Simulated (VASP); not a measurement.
# Cu2Ni (P-6m2) in VASP: single point with PBE

Aim: the single point of Cu2Ni with PBE.

All numbers are computed with VASP 6.6.1; they aren't measurements. Logs are shortened: lines on timing, memory, paths and dates and some standing lists are left out, and cuts for length are marked.

## 1. The cell of the first run

It takes space group P-6m2 (No. 187, hexagonal). Conventional cell: a = 2.523 Å, b = 2.523 Å, c = 12.553 Å, α = 90.00°, β = 90.00°, γ = 120.00°. Within 3.3 Å of Cu (site symmetry 3m) lie 9 Cu at 2.52 to 2.58 Å and 3 Ni at 2.53 Å. Within 3.3 Å of Cu (site symmetry -6m2) lie 6 Cu at 2.52 Å and 6 Ni at 2.54 Å. Within 3.3 Å of Cu (site symmetry -6m2) lie 12 Cu at 2.52 to 2.58 Å. Ni (site symmetry 3m) has 6 Ni at 2.52 Å and 6 Cu at 2.53 to 2.54 Å within 3.3 Å.

## 2. Single point, PBE

File POSCAR:

```
Cu2Ni
1.0
    2.5231797970      0.0000000000      0.0000000000
   -1.2615898985      2.1851378026      0.0000000000
    0.0000000000      0.0000000000     12.5531938000
Cu Ni
4 2
Direct
    0.3333333333      0.6666666667      0.8302840000
    0.3333333333      0.6666666667      0.1697160000
    0.3333333333      0.6666666667      0.5000000000
    0.6666666667      0.3333333333      0.0000000000
    0.6666666667      0.3333333333      0.3345250000
    0.6666666667      0.3333333333      0.6654750000
```

File INCAR.step1:

```
  PREC = Accurate
  ENCUT = 520
  EDIFF = 1E-6
  ISMEAR = 0
  SIGMA = 0.1
  LREAL = F
  LASPH = T
  NELM = 100
  ALGO = Fast
  ISIF = 2
  LWAVE = F
  LCHARG = T
  LMAXMIX = 4
  GGA = PE
  NBANDS = 41
```

File KPOINTS.step1:

```
regular mesh
0
Gamma
  18 18 4
```

File INCAR.step2:

```
  PREC = Accurate
  ENCUT = 520
  EDIFF = 1E-6
  ISMEAR = -5
  SIGMA = 0.1
  LREAL = F
  LASPH = T
  NELM = 100
  ALGO = Fast
  ISIF = 2
  LWAVE = F
  LCHARG = F
  LMAXMIX = 4
  GGA = PE
  LORBIT = 11
  NBANDS = 41
  NEDOS = 1001
  ICHARG = 11
```

File KPOINTS.step2:

```
regular mesh
0
Gamma
  27 27 6
```

Potentials or basis: VASP PAW PBE potentials, release 64 (Cu, Ni).

The run is started by

```console
> cat potpaw_PBE.64/Cu/POTCAR potpaw_PBE.64/Ni/POTCAR > POTCAR
> cp INCAR.step1 INCAR
> cp KPOINTS.step1 KPOINTS
> mpirun -np 1 vasp_std > vasp.out
> cp INCAR.step2 INCAR
> cp KPOINTS.step2 KPOINTS
> mpirun -np 1 vasp_std > vasp.out
```

OUTCAR:

```text
PREC = Accurate
   ENCUT = 520
   EDIFF = 1E-6
   ISMEAR = -5
   LREAL = F
   LASPH = T
   NELM = 100
   ISIF = 2
   GGA = PE
   LORBIT = 11
   ICHARG = 11

 ion  position               nearest neighbor table
   1  0.333  0.667  0.830-   6 2.53   6 2.53   6 2.53   4 2.58   4 2.58   4 2.58
   2  0.333  0.667  0.170-   5 2.53   5 2.53   5 2.53   4 2.58   4 2.58   4 2.58
   3  0.333  0.667  0.500-   5 2.54   6 2.54   5 2.54   6 2.54   5 2.54   6 2.54
   4  0.667  0.333  0.000-   1 2.58   2 2.58   1 2.58   2 2.58   1 2.58   2 2.58
   5  0.667  0.333  0.335-   2 2.53   2 2.53   2 2.53   3 2.54   3 2.54   3 2.54
   6  0.667  0.333  0.665-   1 2.53   1 2.53   1 2.53   3 2.54   3 2.54   3 2.54

  LATTYP: Found a hexagonal cell.
 ALAT       =     2.5231797970
 C/A-ratio  =     4.9751483485

  Lattice vectors:

 A1 = (   2.5231797970,   0.0000000000,   0.0000000000)
 A2 = (  -1.2615898985,   2.1851378026,   0.0000000000)
 A3 = (   0.0000000000,   0.0000000000,  12.5531938000)

Analysis of symmetry for initial positions (statically):
=====================================================================
 Subroutine PRICEL returns:
 Original cell was already a primitive cell.

 Routine SETGRP: Setting up the symmetry group for a
 hexagonal supercell.

 Subroutine GETGRP returns: Found 12 space group operations
 (whereof 12 operations were pure point group operations)
 out of a pool of 24 trial point group operations.

The static configuration has the point symmetry D_3h.

Analysis of symmetry for dynamics (positions and initial velocities):
=====================================================================
 Subroutine PRICEL returns:
 Original cell was already a primitive cell.

 Routine SETGRP: Setting up the symmetry group for a
 hexagonal supercell.

 Subroutine GETGRP returns: Found 12 space group operations
 (whereof 12 operations were pure point group operations)
 out of a pool of 24 trial point group operations.

The dynamic configuration has the point symmetry D_3h.

 Subroutine INISYM returns: Found 12 space group operations
 (whereof 12 operations are pure point group operations),
 and found     1 'primitive' translations

----------------------------------------------------------------------------------------

                                     Primitive cell

  volume of cell :      69.2120

  direct lattice vectors                    reciprocal lattice vectors
     2.523179797  0.000000000  0.000000000     0.396325304  0.228818521  0.000000000
    -1.261589899  2.185137803  0.000000000     0.000000000  0.457637042  0.000000000
     0.000000000  0.000000000 12.553193800     0.000000000  0.000000000  0.079661002

  length of vectors
     2.523179797  2.523179797 12.553193800     0.457637042  0.457637042  0.079661002

  position of ions in fractional coordinates (direct lattice)
     0.333333333  0.666666667  0.830284000
     0.333333333  0.666666667  0.169716000
     0.333333333  0.666666667  0.500000000
     0.666666667  0.333333333  0.000000000
     0.666666667  0.333333333  0.334525000
     0.666666667  0.333333333  0.665475000

  ion indices of the primitive-cell ions
   primitive index   ion index
                 1           1
                 2           2
                 3           3
                 4           4
                 5           5
                 6           6

----------------------------------------------------------------------------------------

 KPOINTS: regular mesh

Automatic generation of k-mesh.
 Grid dimensions read from file:
 generate k-points for:   27   27    6

 Generating k-lattice:

  Cartesian coordinates                     Fractional coordinates (reciprocal lattice)
     0.014678715  0.008474760  0.000000000     0.037037037  0.000000000  0.000000000
     0.000000000  0.016949520  0.000000000     0.000000000  0.037037037  0.000000000
     0.000000000  0.000000000  0.013276834     0.000000000  0.000000000  0.166666667

  Length of vectors
     0.016949520  0.016949520  0.013276834

  Shift w.r.t. Gamma in fractional coordinates (k-lattice)
     0.000000000  0.000000000  0.000000000

 TETIRR: Found   4434 inequivalent tetrahedra from    26244

 Subroutine IBZKPT returns following result:
 ===========================================

 Found    300 irreducible k-points:

 Following reciprocal coordinates:
            Coordinates               Weight
  0.000000  0.000000  0.000000      1.000000
  0.037037  0.000000  0.000000      6.000000
  0.074074  0.000000  0.000000      6.000000
  0.111111  0.000000  0.000000      6.000000
  0.148148 -0.000000  0.000000      6.000000
  0.185185  0.000000  0.000000      6.000000
[... 16 lines left out ...]
  0.333333  0.037037  0.000000     12.000000
  0.370370  0.037037  0.000000     12.000000
 [... further k-points ...]
   k-points           NKPTS =    300   k-points in BZ     NKDIM =    300   number of bands    NBANDS=     41
   number of dos      NEDOS =   1001   number of ions     NIONS =      6
   total plane-waves  NPLWV =  38400
   dimension x,y,z NGX =    20 NGY =   20 NGZ =   96
   dimension x,y,z NGXF=    40 NGYF=   40 NGZF=  192
   ions per type =               4   2
   NGX,Y,Z   is equivalent  to a cutoff of  13.18, 13.18, 12.71 a.u.
   NGXF,Y,Z  is equivalent  to a cutoff of  26.35, 26.35, 25.43 a.u.
 SYSTEM =  unknown system
   PREC   = accura    normal or accurate (medium, high low for compatibility)
   ISTART =      0    job   : 0-new  1-cont  2-samecut
   ICHARG =     11    charge: 1-file 2-atom 10-const
   ISPIN  =      1    spin polarized calculation?
   LNONCOLLINEAR =      F non collinear calculations
   LSORBIT =      F    spin-orbit coupling
   LASPH  =      T    aspherical Exc in radial PAW
   ENCUT  =  520.0 eV  38.22 Ry    6.18 a.u.   4.69  4.69 23.34*2*pi/ulx,y,z
   NELM   =    100;   NELMIN=  2; NELMDL=  0     # of ELM steps
   EDIFF  = 0.1E-05   stopping-criterion for ELM
   LREAL  =      F    real-space projection
[... 7 lines left out ...]
   TEBEG  =    0.0;   TEEND  =   0.0 temperature during run
   PSTRESS=    0.0 pullay stress
   NELECT =      64.0000    total number of electrons
   NUPDOWN=      -1.0000    fix difference up-down
   EMIN   =  10.00;   EMAX   =-10.00  energy-range for DOS
   EFERMI =   0.00;   METHOD = LEGACY
   ISMEAR =    -5;   SIGMA  =   0.10  broadening in eV -4-tet -1-fermi 0-gaus
   EFERMI_NEDOS =   21; number of points for ismear=-14 and -15
   IALGO  =     68    algorithm
   IMIX   =      4    mixing-type and parameters
     AMIX     =   0.40;   BMIX     =  1.00
     AMIX_MAG =   1.60;   BMIX_MAG =  1.00
  volume/ion in A,a.u.               =      11.54        77.84
  Fermi-wavevector in a.u.,A,eV,Ry     =   1.594928  3.013977 34.610434  2.543795
  Thomas-Fermi vector in A             =   2.692926
   LORBIT       =     11    0 simple, 1 ext, 2 COOP (PROOUT), +10 PAW based schemes
   GGA     = PE    functional components
   LHFCALC =     F    Hartree Fock is set to
   AEXX    =    0.0000 exact exchange contribution
   IVDW    =     0    specifies the selected vdW correction
   LEPSILON=     F    determine dielectric tensor
   LRPA    =     F    only Hartree local field effects (RPA)
 non-spin polarized calculation
 RMM-DIIS sequential band-by-band and
 Fermi weights with tetrahedron method with Bloechl corrections
  energy-cutoff  :      520.00
  volume of cell :       69.21
 maximum number of plane-waves:      1894
 NGX is ok and might be reduce to    20

 number of electron      63.9999983 magnetization

 Free energy of the ion-electron system (eV)
  ---------------------------------------------------
  ext. energy  EPLUGINS =         0.00000000
  ---------------------------------------------------
  free energy    TOTEN  =       -25.74343683 eV

  energy without entropy =      -25.74343683  energy(sigma->0) =      -25.74343683

 E-fermi :   7.9679     XC(G=0): -12.8724

 val. band max:        8.0055583105   @ k =   0.4444   0.0000   0.1667
 cond. band min:       7.9219510156   @ k =   0.2963   0.0741   0.5000
 fundamental gap:     -0.0836072949
 Fermi energy:         7.9678934406

 k-point     1 :       0.0000    0.0000    0.0000
  band No.  band energies     occupation
      1      -1.1832      2.00000
      2      -0.1941      2.00000
      3      -0.0777      2.00000
      4       2.0806      2.00000
      5       2.3783      2.00000
      6       3.1979      2.00000
[... 33 lines left out ...]
     40      24.8625      0.00000
     41      25.0019      0.00000

 k-point     2 :       0.0370    0.0000    0.0000
  band No.  band energies     occupation
      1      -1.1373      2.00000
      2      -0.1500      2.00000
      3      -0.0338      2.00000
      4       2.1181      2.00000
      5       2.4142      2.00000
      6       3.2252      2.00000
[... 33 lines left out ...]
     40      24.8997      0.00000
     41      25.0376      0.00000

 k-point     3 :       0.0741    0.0000    0.0000
  band No.  band energies     occupation
      1      -1.0004      2.00000
      2      -0.0185      2.00000
      3       0.0971      2.00000
      4       2.2291      2.00000
      5       2.5198      2.00000
      6       3.3047      2.00000
[... 33 lines left out ...]
     40      25.0100      0.00000
     41      25.1426      0.00000

 k-point     4 :       0.1111    0.0000    0.0000
  band No.  band energies     occupation
      1      -0.7743      2.00000
      2       0.1979      2.00000
      3       0.3120      2.00000
      4       2.4074      2.00000
      5       2.6876      2.00000
      6       3.4285      2.00000
[... 825 lines left out ...]
     40      17.5209      0.00000
     41      19.0694      0.00000

 k-point    23 :       0.3333    0.0370    0.0000
  band No.  band energies     occupation
      1       2.2985      2.00000
      2       2.8404      2.00000
      3       2.8440      2.00000
      4       3.5678      2.00000
      5       3.6546      2.00000
      6       3.8938      2.00000
[... 33 lines left out ...]
     40      16.1887      0.00000
     41      18.2409      0.00000

 k-point    24 :       0.3704    0.0370    0.0000
  band No.  band energies     occupation
      1       2.7177      2.00000
      2       3.0479      2.00000
      3       3.1277      2.00000
      4       3.5374      2.00000
      5       3.6749      2.00000
      6       3.8650      2.00000
[... 33 lines left out ...]
     40      15.6103      0.00000
     41      17.1921      0.00000

 [... further k-points ...]
[... 5 lines left out ...]
  --------------------------------------------------------------------------------------
  -------------------------------------------------------------------------------------
  Total        0.2215573      0.2215573      0.1186282      0.0000000     -0.0000000      0.0000000
  in kB        5.1287963      5.1287963      2.7461066      0.0000000     -0.0000000      0.0000000
  external PRESSURE =       4.3345664 kB  Pullay stress =       0.0000000 kB

 VOLUME and BASIS-vectors are now :
 -----------------------------------------------------------------------------
  energy-cutoff  :      520.00
  volume of cell :       69.21
      direct lattice vectors                 reciprocal lattice vectors
     2.523179797  0.000000000  0.000000000     0.396325304  0.228818521  0.000000000
    -1.261589899  2.185137803  0.000000000     0.000000000  0.457637042  0.000000000
     0.000000000  0.000000000 12.553193800     0.000000000  0.000000000  0.079661002

 POSITION                                       TOTAL-FORCE (eV/Angst)
 -----------------------------------------------------------------------------------
     -0.00000      1.45676     10.42272        -0.000000     -0.000000      0.012807
     -0.00000      1.45676      2.13048        -0.000000     -0.000000     -0.012807
     -0.00000      1.45676      6.27660         0.000000     -0.000000      0.000000
      1.26159      0.72838      0.00000        -0.000000     -0.000000      0.000000
      1.26159      0.72838      4.19936         0.000000      0.000000      0.001266
      1.26159      0.72838      8.35384         0.000000      0.000000     -0.001266
 -----------------------------------------------------------------------------------
    total drift:                                0.002092     -0.001208     -0.000000

  FREE ENERGIE OF THE ION-ELECTRON SYSTEM (eV)
  ---------------------------------------------------
  free  energy   TOTEN  =       -25.7434368302 eV

  energy  without entropy=      -25.7434368302  energy(sigma->0) =      -25.74343683

 total charge

# of ion       s       p       d       tot
------------------------------------------
    1        0.451   0.396   9.176  10.023
    2        0.451   0.396   9.176  10.023
    3        0.452   0.401   9.173  10.026
    4        0.451   0.386   9.182  10.020
    5        0.470   0.436   8.339   9.244
    6        0.470   0.436   8.339   9.244
--------------------------------------------------
tot          2.745   2.451  53.385  58.581
```

It took 20 min on 1 thread of Intel Xeon 8259CL, shared host; peak memory 0.68 GiB.

Results:

- Valence electrons inside the program's atomic spheres: Cu 10.02, 10.03 (each value once); Ni 9.24
